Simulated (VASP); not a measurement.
# BN (F-43m) in VASP: further runs

The runs below take BN through single point, with r2SCAN.

Program: VASP 6.6.1. These are calculated values, not measurements. Logs are shortened: lines on timing, memory, paths and dates and some standing lists are left out, and cuts for length are marked.

**1. The cell of the first run**

The structure is cubic, space group F-43m (No. 216). Conventional cell: a = 3.501 Å, b = 3.501 Å, c = 3.501 Å, α = 90.00°, β = 90.00°, γ = 90.00°. Within 2.0 Å of B (site symmetry -43m) lie 4 N at 1.52 Å. N (site symmetry -43m) has 4 B at 1.52 Å within 2.0 Å.

**2. Single point, r2SCAN (strain -3.0%)**

File POSCAR:

```
BN
1.0
    0.0000000000      1.7506807011      1.7506807011
    1.7506807011      0.0000000000      1.7506807011
    1.7506807011      1.7506807011      0.0000000000
B N
1 1
Direct
    0.0000000000      0.0000000000      0.0000000000
    0.2500000000      0.2500000000      0.2500000000
```

File INCAR.step1:

```
PREC = Accurate
ENCUT = 520
ISMEAR = 0
SIGMA = 0.01
LREAL = F
LASPH = T
NELM = 80
NBANDS = 11
GGA = PE
ALGO = Normal
EDIFF = 1E-4
LWAVE = T
LCHARG = F
```

File INCAR.step2:

```
PREC = Accurate
ENCUT = 520
EDIFF = 1E-7
ISMEAR = 0
SIGMA = 0.01
LREAL = F
LASPH = T
NELM = 80
ALGO = Normal
ISIF = 2
LWAVE = F
LCHARG = F
METAGGA = R2SCAN
LMIXTAU = T
NBANDS = 11
ISTART = 1
```

File KPOINTS:

```
Automatic mesh
0
Gamma
  12 12 12
```

Potentials or basis: VASP PAW PBE potentials, release 64 (B, N).

Run with:

```console
$ cat potpaw_PBE.64/B/POTCAR potpaw_PBE.64/N/POTCAR > POTCAR
$ cp INCAR.step1 INCAR
$ mpirun -np 1 vasp_std > vasp.out
$ cp INCAR.step2 INCAR
$ mpirun -np 1 vasp_std > vasp.out
```

OUTCAR:

```text
PREC = Accurate
   ENCUT = 520
   EDIFF = 1E-7
   ISMEAR = 0
   LREAL = F
   LASPH = T
   NELM = 80
   ISIF = 2
   METAGGA = R2SCAN
   ISTART = 1

 ion  position               nearest neighbor table
   1  0.000  0.000  0.000-   2 1.52   2 1.52   2 1.52   2 1.52
   2  0.250  0.250  0.250-   1 1.52   1 1.52   1 1.52   1 1.52

  LATTYP: Found a face centered cubic cell.
 ALAT       =     3.5013614022

  Lattice vectors:

 A1 = (   0.0000000000,   1.7506807011,   1.7506807011)
 A2 = (   1.7506807011,   0.0000000000,   1.7506807011)
 A3 = (   1.7506807011,   1.7506807011,   0.0000000000)

Analysis of symmetry for initial positions (statically):
=====================================================================
 Subroutine PRICEL returns:
 Original cell was already a primitive cell.

 Routine SETGRP: Setting up the symmetry group for a
 face centered cubic supercell.

 Subroutine GETGRP returns: Found 24 space group operations
 (whereof 24 operations were pure point group operations)
 out of a pool of 48 trial point group operations.

The static configuration has the point symmetry T_d .

Analysis of symmetry for dynamics (positions and initial velocities):
=====================================================================
 Subroutine PRICEL returns:
 Original cell was already a primitive cell.

 Routine SETGRP: Setting up the symmetry group for a
 face centered cubic supercell.

 Subroutine GETGRP returns: Found 24 space group operations
 (whereof 24 operations were pure point group operations)
 out of a pool of 48 trial point group operations.

The dynamic configuration has the point symmetry T_d .

 Subroutine INISYM returns: Found 24 space group operations
 (whereof 24 operations are pure point group operations),
 and found     1 'primitive' translations

----------------------------------------------------------------------------------------

                                     Primitive cell

  volume of cell :      10.7313

  direct lattice vectors                    reciprocal lattice vectors
     0.000000000  1.750680701  1.750680701    -0.285603194  0.285603194  0.285603194
     1.750680701  0.000000000  1.750680701     0.285603194 -0.285603194  0.285603194
     1.750680701  1.750680701  0.000000000     0.285603194  0.285603194 -0.285603194

  length of vectors
     2.475836391  2.475836391  2.475836391     0.494679243  0.494679243  0.494679243

  position of ions in fractional coordinates (direct lattice)
     0.000000000  0.000000000  0.000000000
     0.250000000  0.250000000  0.250000000

  ion indices of the primitive-cell ions
   primitive index   ion index
                 1           1
                 2           2

----------------------------------------------------------------------------------------

 KPOINTS: Automatic mesh

Automatic generation of k-mesh.
 Grid dimensions read from file:
 generate k-points for:   12   12   12

 Generating k-lattice:

  Cartesian coordinates                     Fractional coordinates (reciprocal lattice)
    -0.023800266  0.023800266  0.023800266     0.083333333  0.000000000  0.000000000
     0.023800266 -0.023800266  0.023800266     0.000000000  0.083333333  0.000000000
     0.023800266  0.023800266 -0.023800266     0.000000000  0.000000000  0.083333333

  Length of vectors
     0.041223270  0.041223270  0.041223270

  Shift w.r.t. Gamma in fractional coordinates (k-lattice)
     0.000000000  0.000000000  0.000000000

 Subroutine IBZKPT returns following result:
 ===========================================

 Found     72 irreducible k-points:

 Following reciprocal coordinates:
            Coordinates               Weight
  0.000000  0.000000  0.000000      1.000000
  0.083333  0.000000  0.000000      8.000000
  0.166667  0.000000  0.000000      8.000000
  0.250000  0.000000  0.000000      8.000000
  0.333333  0.000000  0.000000      8.000000
  0.416667  0.000000  0.000000      8.000000
[... 16 lines left out ...]
  0.500000  0.166667  0.000000     24.000000
 -0.416667  0.166667  0.000000     24.000000
 [... further k-points ...]
   k-points           NKPTS =     72   k-points in BZ     NKDIM =     72   number of bands    NBANDS=     11
   number of dos      NEDOS =    301   number of ions     NIONS =      2
   total plane-waves  NPLWV =   5832
   dimension x,y,z NGX =    18 NGY =   18 NGZ =   18
   dimension x,y,z NGXF=    36 NGYF=   36 NGZF=   36
   ions per type =               1   1
   NGX,Y,Z   is equivalent  to a cutoff of  12.09, 12.09, 12.09 a.u.
   NGXF,Y,Z  is equivalent  to a cutoff of  24.17, 24.17, 24.17 a.u.
 SYSTEM =  unknown system
   PREC   = accura    normal or accurate (medium, high low for compatibility)
   ISTART =      1    job   : 0-new  1-cont  2-samecut
   ICHARG =      0    charge: 1-file 2-atom 10-const
   ISPIN  =      1    spin polarized calculation?
   LNONCOLLINEAR =      F non collinear calculations
   LSORBIT =      F    spin-orbit coupling
   LASPH  =      T    aspherical Exc in radial PAW
   ENCUT  =  520.0 eV  38.22 Ry    6.18 a.u.   4.60  4.60  4.60*2*pi/ulx,y,z
   NELM   =     80;   NELMIN=  2; NELMDL=  0     # of ELM steps
   EDIFF  = 0.1E-06   stopping-criterion for ELM
   LREAL  =      F    real-space projection
   EDIFFG = 0.1E-05   stopping-criterion for IOM
   NSW    =      0    number of steps for IOM
   IBRION =     -1    ionic relax: 0-MD 1-quasi-New 2-CG
   NFREE  =      0    steps in history (QN), initial steepest desc. (CG)
   ISIF   =      2    stress and relaxation
   ISYM   =      2    0-nonsym 1-usesym 2-fastsym
   POTIM  = 0.5000    time-step for ionic-motion
   TEBEG  =    0.0;   TEEND  =   0.0 temperature during run
   PSTRESS=    0.0 pullay stress
   NELECT =       8.0000    total number of electrons
   NUPDOWN=      -1.0000    fix difference up-down
   EMIN   =  10.00;   EMAX   =-10.00  energy-range for DOS
   EFERMI =   0.00;   METHOD = LEGACY
   ISMEAR =     0;   SIGMA  =   0.01  broadening in eV -4-tet -1-fermi 0-gaus
   EFERMI_NEDOS =   21; number of points for ismear=-14 and -15
   IALGO  =     38    algorithm
   IMIX   =      4    mixing-type and parameters
     AMIX     =   0.40;   BMIX     =  1.00
     AMIX_MAG =   1.60;   BMIX_MAG =  1.00
  volume/ion in A,a.u.               =       5.37        36.21
  Fermi-wavevector in a.u.,A,eV,Ry     =   1.484412  2.805133 29.980165  2.203480
  Thomas-Fermi vector in A             =   2.597952
   LORBIT       =      0    0 simple, 1 ext, 2 COOP (PROOUT), +10 PAW based schemes
   METAGGA = R2SCAN    functional components
   LHFCALC =     F    Hartree Fock is set to
   AEXX    =    0.0000 exact exchange contribution
   IVDW    =     0    specifies the selected vdW correction
   LEPSILON=     F    determine dielectric tensor
   LRPA    =     F    only Hartree local field effects (RPA)
 non-spin polarized calculation
 Gauss-broadening in eV      SIGMA  =   0.01
  energy-cutoff  :      520.00
  volume of cell :       10.73
 maximum number of plane-waves:       303
   NGX =  9   NGY =  9   NGZ =  9

 number of electron       7.9999998 magnetization

 Free energy of the ion-electron system (eV)
  ---------------------------------------------------
  ext. energy  EPLUGINS =         0.00000000
  ---------------------------------------------------
  free energy    TOTEN  =       -19.03439350 eV

  energy without entropy =      -19.03439350  energy(sigma->0) =      -19.03439350

 E-fermi :   8.5387     XC(G=0): -14.1629

 val. band max:        8.4687952598   @ k =   0.0000   0.0000   0.0000
 cond. band min:      13.5556245190   @ k =   0.5000   0.5000   0.0000
 fundamental gap:      5.0868292592
 Fermi energy:         8.5387476370

 k-point     1 :       0.0000    0.0000    0.0000
  band No.  band energies     occupation
      1     -13.9787      2.00000
      2       8.4688      2.00000
      3       8.4688      2.00000
      4       8.4688      2.00000
      5      18.4659      0.00000
      6      18.4659      0.00000
      7      18.4659      0.00000
      8      21.2266      0.00000
      9      36.5415      0.00000
     10      38.4253      0.00000
     11      38.4253      0.00000

 k-point     2 :       0.0833    0.0000    0.0000
  band No.  band energies     occupation
      1     -13.7901      2.00000
      2       7.4520      2.00000
      3       8.2616      2.00000
      4       8.2616      2.00000
      5      18.7855      0.00000
      6      18.7855      0.00000
      7      18.8176      0.00000
      8      21.7527      0.00000
      9      36.0636      0.00000
     10      36.1501      0.00000
     11      36.1501      0.00000

 k-point     3 :       0.1667    0.0000    0.0000
  band No.  band energies     occupation
      1     -13.2302      2.00000
      2       5.1052      2.00000
      3       7.7591      2.00000
      4       7.7591      2.00000
      5      19.3805      0.00000
      6      19.5204      0.00000
      7      19.5204      0.00000
      8      23.0552      0.00000
      9      34.4354      0.00000
     10      34.4354      0.00000
     11      35.1787      0.00000

 k-point     4 :       0.2500    0.0000    0.0000
  band No.  band energies     occupation
      1     -12.3236      2.00000
      2       2.3416      2.00000
      3       7.1809      2.00000
      4       7.1809      2.00000
      5      19.8641      0.00000
      6      20.1940      0.00000
      7      20.1940      0.00000
      8      24.3860      0.00000
      9      34.0572      0.00000
     10      34.0572      0.00000
     11      34.5826      0.00000
[... 239 lines left out ...]
 k-point    22 :       0.4167    0.1667    0.0000
  band No.  band energies     occupation
      1     -10.1216      2.00000
      2      -0.6900      2.00000
      3       4.9513      2.00000
      4       5.0859      2.00000
      5      18.1325      0.00000
      6      22.8748      0.00000
      7      23.1192      0.00000
      8      24.2679      0.00000
      9      31.4361      0.00000
     10      38.1375      0.00000
     11      39.7949      0.00000

 k-point    23 :       0.5000    0.1667    0.0000
  band No.  band energies     occupation
      1      -9.0094      2.00000
      2      -2.4659      2.00000
      3       4.2848      2.00000
      4       5.1728      2.00000
      5      18.4761      0.00000
      6      22.7874      0.00000
      7      22.8954      0.00000
      8      25.8275      0.00000
      9      31.8376      0.00000
     10      38.4620      0.00000
     11      39.0286      0.00000

 k-point    24 :      -0.4167    0.1667    0.0000
  band No.  band energies     occupation
      1      -8.7928      2.00000
      2      -2.7767      2.00000
      3       3.8243      2.00000
      4       5.5362      2.00000
      5      18.9657      0.00000
      6      22.3217      0.00000
      7      22.7735      0.00000
      8      26.6249      0.00000
      9      32.1411      0.00000
     10      36.3115      0.00000
     11      38.8078      0.00000

 [... further k-points ...]

------------------------ aborting loop because EDIFF is reached ----------------------------------------

  FORCE on cell =-STRESS in cart. coord.  units (eV):
  Direction    XX          YY          ZZ          XY          YZ          ZX
  --------------------------------------------------------------------------------------
  -------------------------------------------------------------------------------------
  Total        2.9313397      2.9313397      2.9313397     -0.0000000      0.0000000     -0.0000000
  in kB      437.6489572    437.6489572    437.6489572     -0.0000000      0.0000000     -0.0000000
  external PRESSURE =     437.6489572 kB  Pullay stress =       0.0000000 kB

 VOLUME and BASIS-vectors are now :
 -----------------------------------------------------------------------------
  energy-cutoff  :      520.00
  volume of cell :       10.73
      direct lattice vectors                 reciprocal lattice vectors
     0.000000000  1.750680701  1.750680701    -0.285603194  0.285603194  0.285603194
     1.750680701  0.000000000  1.750680701     0.285603194 -0.285603194  0.285603194
     1.750680701  1.750680701  0.000000000     0.285603194  0.285603194 -0.285603194

 POSITION                                       TOTAL-FORCE (eV/Angst)
 -----------------------------------------------------------------------------------
      0.00000      0.00000      0.00000        -0.000000      0.000000      0.000000
      0.87534      0.87534      0.87534         0.000000     -0.000000     -0.000000
 -----------------------------------------------------------------------------------
    total drift:                                0.000000      0.000000     -0.000000

  FREE ENERGIE OF THE ION-ELECTRON SYSTEM (eV)
  ---------------------------------------------------
  free  energy   TOTEN  =       -19.0343934971 eV

  energy  without entropy=      -19.0343934971  energy(sigma->0) =      -19.03439350
```

Run time: 57 s. Hardware: 1 thread of AMD EPYC 7R13 (Zen 3), shared host; peak memory 0.09 GiB.

What came out:

```
Free energy            : -19.0344 eV
Pressure               : 43.8 GPa
Band gap on the k mesh : 5.09 eV, indirect (least direct gap 10.00 eV)
```

Caveat: the cell differs from its parent crystal (strain -3.0%); the PAW data sets were made with another functional, which shifts forces and pressure a little. A k mesh can miss the band edges.

(Continued in part 2 of 2.)
